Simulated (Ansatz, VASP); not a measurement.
Ti: VASP beside Ansatz

```
Ti
1.0
     2.95000    0.00000    0.00000
    -1.47500    2.55477    0.00000
     0.00000    0.00000    4.82658
Ti
2
Direct
  0.33333 0.66667 0.25000
  0.66667 0.33333 0.75000
```

Change from the starting cell: strain +0.000 along x and y, +0.030 along z, atoms carried along.

Alike in both runs: task single point; functional PBEsol; k mesh 18 × 18 × 10; occupations gaussian, width 0.15 eV; no spin polarisation.

|  | VASP | Ansatz |
| --- | --- | --- |
| version | VASP 6.6.1 | Ansatz 0.2.0 |
| potentials or method | VASP PAW PBE potentials, release 64 (Ti_sv), cutoff 520 eV | scalar-relativistic, plane waves, PAW |
| valence electrons in the cell | 24 | 24 |

|  | VASP | Ansatz | Ansatz less VASP |
| --- | --- | --- | --- |
| gap on the k mesh at the Fermi level (eV) | none | none | - |
| pressure (GPa) | -8.8 | -8.6 | +0.18 |
| traceless stress, the component that is largest in VASP (GPa) | -2.26 | -2.28 | -0.017 |

VASP's potentials were made for PBE, not for PBEsol. A gap of «none» marks a metal or a gap that the smearing closes.
